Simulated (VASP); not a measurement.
**SnO: single point with PBEsol**

Crystal: SnO.

```
CELL_PARAMETERS angstrom
3.01950 0.00000 0.00000
0.00000 5.67410 0.00000
0.00000 0.00000 4.22197
ATOMIC_POSITIONS crystal
Sn 0.00000 0.23191 0.51314
Sn 0.50000 0.76809 0.01314
O 0.00000 0.89125 0.73686
O 0.50000 0.10875 0.23686
```

This cell differs from its parent crystal: strain -0.1000 x Voigt [1, 0, 0, 0, 0, 0].

```yaml
Program: VASP 6.6.1
Task: single point
Functional: PBEsol
Potentials_or_basis: VASP PAW PBE potentials, release 64 (Sn_d, O)
Cutoff: 520 eV
k_mesh: 8 × 6 × 6
Occupations: gaussian, width 0.05 eV
Spin: no spin polarisation
```

| Quantity | Value |
| --- | --- |
| Pressure | 9.2 GPa |
| Largest force | 1.335 eV/Å |
| Band gap on the k mesh | 1.45 eV (least direct gap 1.80 eV) |

Forces in eV/Å, atoms in the order of the input:
```
Sn   0.000  0.881  1.003
Sn   0.000 -0.881  1.003
O    0.000  0.607 -1.003
O    0.000 -0.607 -1.003
```

Stress tensor (GPa, compression positive):
```
18.84  0.00  0.00
 0.00  2.48  0.00
 0.00  0.00  6.29
```

Levels at points of the mesh, in eV from the valence-band top:
| k point | band 17 | band 18 | band 19 | band 20 | band 21 | band 22 | band 23 | band 24 |
| --- | --- | --- | --- | --- | --- | --- | --- | --- |
| (0.00, 0.00, 0.00) | -3.71 | -2.73 | -2.58 | -0.30 | 2.74 | 3.38 | 6.20 | 6.50 |
| (0.50, 0.00, 0.00) | -3.00 | -3.00 | -0.88 | -0.88 | 2.36 | 2.36 | 5.84 | 5.84 |
| (0.00, 0.50, 0.00) | -3.69 | -2.74 | -1.95 | -1.70 | 2.78 | 4.29 | 4.82 | 6.35 |
| (0.50, 0.50, 0.00) | -3.04 | -3.04 | -0.60 | -0.60 | 1.88 | 1.88 | 6.76 | 6.76 |
| (0.00, 0.00, 0.50) | -3.19 | -3.19 | -1.99 | -1.99 | 3.29 | 3.29 | 5.28 | 5.28 |
| (0.50, 0.00, 0.50) | -3.43 | -3.43 | -0.72 | -0.72 | 2.11 | 2.11 | 4.88 | 4.88 |
| (0.00, 0.50, 0.50) | -3.18 | -3.18 | -1.85 | -1.85 | 2.06 | 2.06 | 6.57 | 6.57 |
| (0.50, 0.50, 0.50) | -3.66 | -3.66 | -0.15 | -0.15 | 2.44 | 2.44 | 4.37 | 4.37 |

Run time: 67 s on 1 thread of AMD EPYC 9R45 96-Core Processor (Zen 5) (shared host), peak memory 0.23 GiB.

Caveat: the cell differs from its parent crystal (strain -0.1000 x Voigt [1, 0, 0, 0, 0, 0]); the stress differs along the axes, from 2 to 19 GPa; the PAW data sets were made with another functional, which shifts forces and pressure a little; spin-orbit coupling is left out, which moves the levels of the heavy elements. A k mesh can miss the band edges.
